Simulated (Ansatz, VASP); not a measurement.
# Be2C in VASP and in Ansatz

POSCAR

```
Be2C
1.0
    0.0000000000      2.1282979944      2.1282979944
    2.1282979944      0.0000000000      2.1282979944
    2.1282979944      2.1282979944      0.0000000000
Be C
2 1
Direct
    0.2500000000      0.2500000000      0.2500000000
    0.7500000000      0.7500000000      0.7500000000
    0.0000000000      0.0000000000      0.0000000000
```

INCAR.step1

```
SYSTEM = Be2C
ALGO = Normal ; EDIFF = 1E-5
ENCUT = 660 ; GGA = PE
GGA_COMPAT = .FALSE. ; ISMEAR = 0
LASPH = .TRUE. ; LCHARG = .FALSE.
LREAL = .FALSE. ; LWAVE = .TRUE.
NBANDS = 11 ; NELM = 120
PREC = Accurate ; SIGMA = 0.01
```

The input INCAR.step2:

```
SYSTEM = Be2C
ALGO = Normal ; EDIFF = 1E-6
ENCUT = 660 ; GGA_COMPAT = .FALSE.
ISIF = 2 ; ISMEAR = 0
ISTART = 1 ; LASPH = .TRUE.
LCHARG = .FALSE. ; LMIXTAU = .TRUE.
LREAL = .FALSE. ; LWAVE = .FALSE.
METAGGA = R2SCAN ; NBANDS = 11
NELM = 120 ; PREC = Accurate
SIGMA = 0.01
```

File KPOINTS:

```
k-points
0
G
  7 7 7
  0 0 0
```

Input for Ansatz:

```yaml
crystal:
  lattice:
    - [0.0, 2.128297994444224, 2.128297994444224]
    - [2.128297994444224, 0.0, 2.128297994444224]
    - [2.128297994444224, 2.128297994444224, 0.0]
  atoms:
    - { symbol: Be, position: [0.25, 0.25, 0.25] }
    - { symbol: Be, position: [0.75, 0.75, 0.75] }
    - { symbol: C, position: [0.0, 0.0, 0.0] }
basis:
  ecutwfc: 600.0
kpoints:
  mp_grid:
    grid: [7, 7, 7]
hamiltonian:
  xc: r2scan
scf:
  lower_state_search: standard
  mixing:
    algorithm: broyden
    beta: 0.1
  occupations:
    method: fixed
  eigensolver:
    kind: davidson
output:
  stress: true
```

Alike in both runs: task single point; functional r2SCAN; k mesh 7 × 7 × 7; no spin polarisation.

|  | VASP | Ansatz |
| --- | --- | --- |
| version | VASP 6.6.1 | Ansatz 0.2.0 |
| potentials or method | VASP PAW PBE potentials, release 64 (Be, C), cutoff 660 eV | plane waves, PAW |
| occupations | gaussian, width 0.01 eV | fixed |
| valence electrons in the cell | 8 | 8 |

|  | VASP | Ansatz | Ansatz less VASP |
| --- | --- | --- | --- |
| pressure (GPa) | 10.9 | 10.1 | -0.78 |

VASP's potentials were made for PBE, not for r2SCAN.
